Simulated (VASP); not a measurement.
# GaS3 (P-31m) in VASP: a series of runs

GaS3 is run at these levels: PBE; tasks: single point, relaxation of cell and atoms.

Program: VASP 6.6.1. These are calculated values, not measurements. Logs are shortened: lines on timing, memory, paths and dates and some standing lists are left out, and cuts for length are marked.

**1. The cell of the first run**

The structure is trigonal, space group P-31m (No. 162). Conventional cell: a = 5.241 Å, b = 5.241 Å, c = 7.609 Å, α = 90.00°, β = 90.00°, γ = 120.00°. Ga (site symmetry 32) has 6 S at 2.48 Å and 3 Ga at 3.03 Å within 3.3 Å. Within 3.3 Å of S (site symmetry m) lie 2 Ga at 2.48 Å and 6 S at 2.61 to 3.25 Å.

The cell was built from a structure type or drawn by symmetry, and may not be a known phase.

**2. Single point, PBE**

File INCAR:

```
SYSTEM = GaS3
ALGO = Normal
EDIFF = 1E-7
ENCUT = 520
GGA = PE
ISIF = 2
ISMEAR = 0
LASPH = .TRUE.
LCHARG = .TRUE.
LELF = .TRUE.
LREAL = .FALSE.
LVHAR = .TRUE.
LWAVE = .FALSE.
NBANDS = 41
NELM = 80
PREC = Accurate
SIGMA = 0.1
```

File KPOINTS:

```
k-points
0
G
  6 6 2
  0 0 0
```

File POSCAR:

```
GaS3
1.0
    5.2405712658      0.0000000000      0.0000000000
   -2.6202856329      4.5384678465      0.0000000000
    0.0000000000      0.0000000000      7.6087455917
Ga S
2 6
Direct
    0.6666666667      0.3333333333      0.0000000000
    0.3333333333      0.6666666667      0.0000000000
    0.7124615149      0.7124615149      0.7881073937
    0.2875384851      0.2875384851      0.2118926063
    0.0000000000      0.2875384851      0.7881073937
    0.2875384851      0.0000000000      0.7881073937
    0.7124615149      0.0000000000      0.2118926063
    0.0000000000      0.7124615149      0.2118926063
```

Potentials or basis: VASP PAW PBE potentials, release 64 (Ga_d, S).

On the command line:

```sh
$ cat potpaw_PBE.64/Ga_d/POTCAR potpaw_PBE.64/S/POTCAR > POTCAR
$ mpirun -np 1 vasp_std > vasp.out
```

OUTCAR:

```text
SYSTEM = GaS3
   EDIFF = 1E-7
   ENCUT = 520
   GGA = PE
   ISIF = 2
   ISMEAR = 0
   LASPH = .TRUE.
   LREAL = .FALSE.
   NELM = 80
   PREC = Accurate

 ion  position               nearest neighbor table
   1  0.667  0.333  0.000-   7 2.48   5 2.48   8 2.48   6 2.48   3 2.48   4 2.48
   2  0.333  0.667  0.000-   6 2.48   8 2.48   5 2.48   7 2.48   4 2.48   3 2.48
   3  0.712  0.712  0.788-   1 2.48   2 2.48   5 2.61   6 2.61
   4  0.288  0.288  0.212-   2 2.48   1 2.48   8 2.61   7 2.61
   5  0.000  0.288  0.788-   1 2.48   2 2.48   3 2.61   6 2.61
   6  0.288  0.000  0.788-   2 2.48   1 2.48   5 2.61   3 2.61
   7  0.712  0.000  0.212-   1 2.48   2 2.48   4 2.61   8 2.61
   8  0.000  0.712  0.212-   2 2.48   1 2.48   4 2.61   7 2.61

  LATTYP: Found a hexagonal cell.
 ALAT       =     5.2405712658
 C/A-ratio  =     1.4518923999

  Lattice vectors:

 A1 = (   5.2405712658,   0.0000000000,   0.0000000000)
 A2 = (  -2.6202856329,   4.5384678465,   0.0000000000)
 A3 = (   0.0000000000,   0.0000000000,   7.6087455917)

Analysis of symmetry for initial positions (statically):
=====================================================================
 Subroutine PRICEL returns:
 Original cell was already a primitive cell.

 Routine SETGRP: Setting up the symmetry group for a
 hexagonal supercell.

 Subroutine GETGRP returns: Found 12 space group operations
 (whereof 12 operations were pure point group operations)
 out of a pool of 24 trial point group operations.

The static configuration has the point symmetry D_3d.

Analysis of symmetry for dynamics (positions and initial velocities):
=====================================================================
 Subroutine PRICEL returns:
 Original cell was already a primitive cell.

 Routine SETGRP: Setting up the symmetry group for a
 hexagonal supercell.

 Subroutine GETGRP returns: Found 12 space group operations
 (whereof 12 operations were pure point group operations)
 out of a pool of 24 trial point group operations.

The dynamic configuration has the point symmetry D_3d.

 Subroutine INISYM returns: Found 12 space group operations
 (whereof 12 operations are pure point group operations),
 and found     1 'primitive' translations

----------------------------------------------------------------------------------------

                                     Primitive cell

  volume of cell :     180.9677

  direct lattice vectors                    reciprocal lattice vectors
     5.240571266  0.000000000  0.000000000     0.190818892  0.110169338  0.000000000
    -2.620285633  4.538467846  0.000000000     0.000000000  0.220338677  0.000000000
     0.000000000  0.000000000  7.608745592     0.000000000  0.000000000  0.131427709

  length of vectors
     5.240571266  5.240571266  7.608745592     0.220338677  0.220338677  0.131427709

  position of ions in fractional coordinates (direct lattice)
     0.666666667  0.333333333  0.000000000
     0.333333333  0.666666667  0.000000000
     0.712461515  0.712461515  0.788107394
     0.287538485  0.287538485  0.211892606
     1.000000000  0.287538485  0.788107394
     0.287538485  0.000000000  0.788107394
     0.712461515  0.000000000  0.211892606
     1.000000000  0.712461515  0.211892606

  ion indices of the primitive-cell ions
   primitive index   ion index
                 1           1
                 2           2
                 3           3
                 4           4
                 5           5
                 6           6
                 7           7
                 8           8

----------------------------------------------------------------------------------------

 KPOINTS: k-points

Automatic generation of k-mesh.
 Grid dimensions read from file:
 generate k-points for:    6    6    2

 Generating k-lattice:

  Cartesian coordinates                     Fractional coordinates (reciprocal lattice)
     0.031803149  0.018361556  0.000000000     0.166666667  0.000000000  0.000000000
     0.000000000  0.036723113  0.000000000     0.000000000  0.166666667  0.000000000
     0.000000000  0.000000000  0.065713854     0.000000000  0.000000000  0.500000000

  Length of vectors
     0.036723113  0.036723113  0.065713854

  Shift w.r.t. Gamma in fractional coordinates (k-lattice)
     0.000000000  0.000000000  0.000000000

 Subroutine IBZKPT returns following result:
 ===========================================

 Found     14 irreducible k-points:

 Following reciprocal coordinates:
            Coordinates               Weight
  0.000000  0.000000  0.000000      1.000000
  0.166667  0.000000  0.000000      6.000000
  0.333333  0.000000  0.000000      6.000000
  0.500000  0.000000  0.000000      3.000000
  0.166667  0.166667  0.000000      6.000000
  0.333333  0.166667  0.000000     12.000000
  0.333333  0.333333  0.000000      2.000000
  0.000000  0.000000  0.500000      1.000000
  0.166667  0.000000  0.500000      6.000000
  0.333333  0.000000  0.500000      6.000000
  0.500000  0.000000  0.500000      3.000000
  0.166667  0.166667  0.500000      6.000000
  0.333333  0.166667  0.500000     12.000000
  0.333333  0.333333  0.500000      2.000000
   k-points           NKPTS =     14   k-points in BZ     NKDIM =     14   number of bands    NBANDS=     41
   number of dos      NEDOS =    301   number of ions     NIONS =      8
   total plane-waves  NPLWV =  96000
   dimension x,y,z NGX =    40 NGY =   40 NGZ =   60
   dimension x,y,z NGXF=    80 NGYF=   80 NGZF=  120
   ions per type =               2   6
   NGX,Y,Z   is equivalent  to a cutoff of  12.69, 12.69, 13.11 a.u.
   NGXF,Y,Z  is equivalent  to a cutoff of  25.38, 25.38, 26.22 a.u.
 SYSTEM =  GaS3
   PREC   = accura    normal or accurate (medium, high low for compatibility)
   ISTART =      0    job   : 0-new  1-cont  2-samecut
   ICHARG =      2    charge: 1-file 2-atom 10-const
   ISPIN  =      1    spin polarized calculation?
   LNONCOLLINEAR =      F non collinear calculations
   LSORBIT =      F    spin-orbit coupling
   LASPH  =      T    aspherical Exc in radial PAW
   ENCUT  =  520.0 eV  38.22 Ry    6.18 a.u.   9.74  9.74 14.15*2*pi/ulx,y,z
   NELM   =     80;   NELMIN=  2; NELMDL= -5     # of ELM steps
   EDIFF  = 0.1E-06   stopping-criterion for ELM
   LREAL  =      F    real-space projection
   EDIFFG = 0.1E-05   stopping-criterion for IOM
   NSW    =      0    number of steps for IOM
   IBRION =     -1    ionic relax: 0-MD 1-quasi-New 2-CG
   NFREE  =      0    steps in history (QN), initial steepest desc. (CG)
   ISIF   =      2    stress and relaxation
   ISYM   =      2    0-nonsym 1-usesym 2-fastsym
   POTIM  = 0.5000    time-step for ionic-motion
   TEBEG  =    0.0;   TEEND  =   0.0 temperature during run
   PSTRESS=    0.0 pullay stress
   NELECT =      62.0000    total number of electrons
   NUPDOWN=      -1.0000    fix difference up-down
   EMIN   =  10.00;   EMAX   =-10.00  energy-range for DOS
   EFERMI =   0.00;   METHOD = LEGACY
   ISMEAR =     0;   SIGMA  =   0.10  broadening in eV -4-tet -1-fermi 0-gaus
   EFERMI_NEDOS =   21; number of points for ismear=-14 and -15
   IALGO  =     38    algorithm
   IMIX   =      4    mixing-type and parameters
     AMIX     =   0.40;   BMIX     =  1.00
     AMIX_MAG =   1.60;   BMIX_MAG =  1.00
  volume/ion in A,a.u.               =      22.62       152.65
  Fermi-wavevector in a.u.,A,eV,Ry     =   1.145526  2.164731 17.853981  1.312231
  Thomas-Fermi vector in A             =   2.282214
   LORBIT       =      0    0 simple, 1 ext, 2 COOP (PROOUT), +10 PAW based schemes
   GGA     = PE    functional components
   LHFCALC =     F    Hartree Fock is set to
   AEXX    =    0.0000 exact exchange contribution
   IVDW    =     0    specifies the selected vdW correction
   LEPSILON=     F    determine dielectric tensor
   LRPA    =     F    only Hartree local field effects (RPA)
 non-spin polarized calculation
 Gauss-broadening in eV      SIGMA  =   0.10
  energy-cutoff  :      520.00
  volume of cell :      180.97
 maximum number of plane-waves:      4898
 NGX is ok and might be reduce to    40
   NGX = 19   NGY = 19   NGZ = 29

 number of electron      62.0000000 magnetization

 Free energy of the ion-electron system (eV)
  ---------------------------------------------------
  ext. energy  EPLUGINS =         0.00000000
  ---------------------------------------------------
  free energy    TOTEN  =       -28.62305837 eV

  energy without entropy =      -28.60651520  energy(sigma->0) =      -28.61478678

 E-fermi :   3.1081     XC(G=0):  -8.9760

 val. band max:        3.0902679029   @ k =   0.1667   0.1667   0.0000
 cond. band min:       3.1483768512   @ k =   0.3333   0.3333   0.0000
 fundamental gap:      0.0581089483
 Fermi energy:         3.1081468783

 k-point     1 :       0.0000    0.0000    0.0000
  band No.  band energies     occupation
      1     -11.8840      2.00000
      2     -11.8048      2.00000
      3     -11.8048      2.00000
      4     -11.6944      2.00000
      5     -11.6944      2.00000
      6     -11.5959      2.00000
[... 33 lines left out ...]
     40       9.9083      0.00000
     41       9.9240      0.00000

 k-point     2 :       0.1667    0.0000    0.0000
  band No.  band energies     occupation
      1     -11.8408      2.00000
      2     -11.8244      2.00000
      3     -11.7348      2.00000
      4     -11.7082      2.00000
      5     -11.6730      2.00000
      6     -11.6214      2.00000
[... 33 lines left out ...]
     40       9.5883      0.00000
     41       9.9612      0.00000

 k-point     3 :       0.3333    0.0000    0.0000
  band No.  band energies     occupation
      1     -11.8839      2.00000
      2     -11.8797      2.00000
      3     -11.6906      2.00000
      4     -11.6592      2.00000
      5     -11.6454      2.00000
      6     -11.6371      2.00000
[... 435 lines left out ...]
      2     -11.8234      2.00000
      3     -11.7190      2.00000
      4     -11.6758      2.00000
      5     -11.6323      2.00000
      6     -11.6105      2.00000
[... 33 lines left out ...]
     40       9.2787      0.00000
     41       9.7006      0.00000

 k-point    14 :       0.3333    0.3333    0.5000
  band No.  band energies     occupation
      1     -11.9914      2.00000
      2     -11.7661      2.00000
      3     -11.7660      2.00000
      4     -11.6875      2.00000
      5     -11.6135      2.00000
      6     -11.6135      2.00000
[... 33 lines left out ...]
     40       9.4026      0.00000
     41       9.5242      0.00000

------------------------ aborting loop because EDIFF is reached ----------------------------------------

  FORCE on cell =-STRESS in cart. coord.  units (eV):
  Direction    XX          YY          ZZ          XY          YZ          ZX
  --------------------------------------------------------------------------------------
  -------------------------------------------------------------------------------------
  Total       -0.4158640     -0.4158640     -0.2314765      0.0000000      0.0000000      0.0000000
  in kB       -3.6818068     -3.6818068     -2.0493520      0.0000000      0.0000000      0.0000000
  external PRESSURE =      -3.1376552 kB  Pullay stress =       0.0000000 kB

 VOLUME and BASIS-vectors are now :
 -----------------------------------------------------------------------------
  energy-cutoff  :      520.00
  volume of cell :      180.97
      direct lattice vectors                 reciprocal lattice vectors
     5.240571266  0.000000000  0.000000000     0.190818892  0.110169338  0.000000000
    -2.620285633  4.538467846  0.000000000     0.000000000  0.220338677  0.000000000
     0.000000000  0.000000000  7.608745592     0.000000000  0.000000000  0.131427709

 POSITION                                       TOTAL-FORCE (eV/Angst)
 -----------------------------------------------------------------------------------
      2.62029      1.51282      0.00000        -0.000000     -0.000000     -0.000000
     -0.00000      3.02565      0.00000        -0.000000     -0.000000     -0.000000
      1.86685      3.23348      5.99651         0.014424      0.024982      0.025548
      0.75343      1.30498      1.61224        -0.014424     -0.024982     -0.025548
     -0.75343      1.30498      5.99651         0.014424     -0.024982      0.025548
      1.50687      0.00000      5.99651        -0.028847     -0.000000      0.025548
      3.73371      0.00000      1.61224         0.028847     -0.000000     -0.025548
     -1.86685      3.23348      1.61224        -0.014424      0.024982     -0.025548
 -----------------------------------------------------------------------------------
    total drift:                                0.000000     -0.000000      0.000000

  FREE ENERGIE OF THE ION-ELECTRON SYSTEM (eV)
  ---------------------------------------------------
  free  energy   TOTEN  =       -28.6230583736 eV

  energy  without entropy=      -28.6065151954  energy(sigma->0) =      -28.61478678
```

Wall time 2.1 min (1 thread of Intel Xeon 6975P-C (Granite Rapids), shared host); peak memory 0.32 GiB.

Results:

```yaml
Free_energy: -28.6231 eV
Pressure: -0.3 GPa
Largest_force: 0.039 eV/Å
Band_gap_on_the_k_mesh: zero (bands 31 and 32 overlap by 2.08 eV)
```

Forces in eV/Å, atoms in the order of the input:
```
Ga   0.000  0.000  0.000
Ga   0.000  0.000  0.000
S    0.014  0.025  0.026
S   -0.014 -0.025 -0.026
S    0.014 -0.025  0.026
S   -0.029  0.000  0.026
S    0.029  0.000 -0.026
S   -0.014  0.025 -0.026
```

Stress tensor (GPa, compression positive):
```
-0.37  0.00  0.00
 0.00 -0.37  0.00
 0.00  0.00 -0.20
```

Levels at points of the mesh, in eV from the Fermi level:
| k point | band 27 | band 28 | band 29 | band 30 | band 31 | band 32 | band 33 | band 34 | band 35 | band 36 |
| --- | --- | --- | --- | --- | --- | --- | --- | --- | --- | --- |
| (0.00, 0.00, 0.00) | -1.67 | -1.67 | -1.22 | -1.22 | 1.69 | 1.89 | 1.89 | 1.90 | 1.90 | 2.81 |
| (0.50, 0.00, 0.00) | -1.66 | -1.35 | -1.24 | -0.51 | -0.32 | 0.07 | 0.41 | 0.48 | 1.88 | 3.76 |
| (0.00, 0.00, 0.50) | -1.57 | -1.57 | -1.18 | -1.18 | 1.89 | 1.89 | 1.90 | 1.90 | 2.09 | 2.94 |
| (0.50, 0.00, 0.50) | -1.99 | -1.31 | -1.22 | -0.66 | -0.28 | 0.07 | 0.42 | 0.47 | 1.79 | 3.89 |

Caveat: the k points lie up to 0.41 Å⁻¹ apart, too coarse for converged energies and pressures of a metal; this functional lacks dispersion, which binds the layers, so the pressure and a relaxed spacing across them are unreliable.

**3. Relaxation of cell and atoms, PBE**

This run uses another cell than the first one, of 22.28 Å³/atom.

File INCAR:

```
PREC = Accurate
ENCUT = 600
EDIFF = 1E-7
ISMEAR = 0
SIGMA = 0.1
LREAL = F
LASPH = T
NELM = 60
ALGO = Normal
ISIF = 3
LWAVE = F
LCHARG = F
GGA = PE
IBRION = 2
NSW = 90
EDIFFG = -0.04
```

File KPOINTS:

```
regular mesh
0
Gamma
  6 6 2
```

File POSCAR:

```
GaS3
1.0
    5.2114430038      0.0000000000      0.0000000000
   -2.6057215019      4.5132420317      0.0000000000
    0.0000000000      0.0000000000      7.5792371023
Ga S
2 6
Direct
    0.6666666667      0.3333333333      0.0000000000
    0.3333333333      0.6666666667      0.0000000000
    0.6976047033      0.6976047033      0.7835060874
    0.3023952967      0.3023952967      0.2164939126
    0.0000000000      0.3023952967      0.7835060874
    0.3023952967      0.0000000000      0.7835060874
    0.6976047033      0.0000000000      0.2164939126
    0.0000000000      0.6976047033      0.2164939126
```

Potentials or basis: VASP PAW PBE potentials, release 64 (Ga_d, S).

On the command line:

```sh
$ cat potpaw_PBE.64/Ga_d/POTCAR potpaw_PBE.64/S/POTCAR > POTCAR
$ mpirun -np 1 vasp_std > vasp.out
```

Run time: 8.4 min. Hardware: 1 thread of Intel Xeon 6975P-C (Granite Rapids), shared host; peak memory 0.39 GiB.

Results (log left out):

| Property | Result |
| --- | --- |
| Free energy | -28.6235 eV |
| Relaxed volume | 22.18 Å³/atom |
| Relaxed cell | a = 5.232 Å, b = 5.232 Å, c = 7.487 Å, α = 90.00°, β = 90.00°, γ = 120.00° |
| Space group after relaxing (to 0.1 Å) | P-31m (No. 162) |
| Energy gained by relaxing | 12.6 meV/atom |
| Ionic steps | 6 |
| Pressure after relaxing | 0.0 GPa |
| Largest force after relaxing | 0.010 eV/Å |
| Band gap on the k mesh | zero (bands 31 and 32 overlap by 2.10 eV) |

Forces in eV/Å, atoms in the order of the input:
```
Ga   0.000  0.000  0.000
Ga   0.000  0.000  0.000
S   -0.004 -0.006  0.007
S    0.004  0.006 -0.007
S   -0.004  0.006  0.007
S    0.008  0.000  0.007
S   -0.008  0.000 -0.007
S    0.004 -0.006 -0.007
```

The path:
```csv
step,energy change (eV),largest force (eV/Å),pressure (GPa),volume (Å³)
1,0.0000,0.3614,-0.19,178.27
2,-0.0364,0.3065,-0.01,177.58
3,-0.0927,0.1041,0.79,175.52
4,-0.0932,0.0928,0.89,175.28
5,-0.0918,0.1132,-0.85,179.91
6,-0.1009,0.0100,0.03,177.47
```

Final structure:
```
Ga S
1.0
     5.23174    0.00000    0.00000
    -2.61587    4.53082    0.00000
     0.00000    0.00000    7.48683
Ga S
2 6
Direct
  0.66667 0.33333 0.00000
  0.33333 0.66667 0.00000
  0.71361 0.71361 0.78506
  0.28639 0.28639 0.21494
  0.00000 0.28639 0.78506
  0.28639 0.00000 0.78506
  0.71361 0.00000 0.21494
  0.00000 0.71361 0.21494
```

Levels at points of the mesh, in eV from the Fermi level:
```tsv
k point	band 27	band 28	band 29	band 30	band 31	band 32	band 33	band 34	band 35	band 36
(0.00, 0.00, 0.00)	-1.71	-1.71	-1.24	-1.24	1.63	1.91	1.91	1.92	1.92	2.82
(0.50, 0.00, 0.00)	-1.68	-1.39	-1.26	-0.52	-0.32	0.07	0.42	0.49	1.87	3.76
(0.00, 0.00, 0.50)	-1.59	-1.59	-1.19	-1.19	1.91	1.91	1.93	1.93	2.06	2.97
(0.50, 0.00, 0.50)	-2.04	-1.33	-1.24	-0.69	-0.27	0.08	0.42	0.47	1.76	3.90
```

Caveat: the k points lie up to 0.42 Å⁻¹ apart in the final cell, too coarse for converged energies and pressures of a metal; this functional lacks dispersion, which binds the layers, so the pressure and a relaxed spacing across them are unreliable.

(Continued in part 2 of 2.)
